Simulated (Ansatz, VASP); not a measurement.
Ni in VASP and in Ansatz

```xyz
1
Lattice="0.0000 1.7620 1.7620 1.7620 0.0000 1.7620 1.7620 1.7620 0.0000" Properties=species:S:1:pos:R:3 pbc="T T T"
Ni    0.0000    0.0000    0.0000
```

Change from the starting cell: volume scaled by 0.99.

Alike in both runs: task single point; functional PBE; k mesh 20 × 20 × 20; occupations fermi-dirac, width 0.05 eV; collinear spin.

|  | VASP | Ansatz |
| --- | --- | --- |
| version | VASP 6.6.1 | Ansatz 0.2.0 |
| potentials or method | VASP PAW PBE potentials, release 64 (Ni), cutoff 520 eV | all-electron LAPW, scalar-relativistic |

|  | VASP | Ansatz | Ansatz less VASP |
| --- | --- | --- | --- |
| pressure (GPa) | -0.9 | -0.9 | +0.01 |
| net moment per atom (μB) | 0.63 | 0.64 | +0.010 |
| size of the moment on the site where the two differ most (μB) | 0.64 | 0.66 | +0.023 |

Site moments also hang on the region over which each program counts them. Ansatz ran all-electron here, and VASP with PAW potentials.
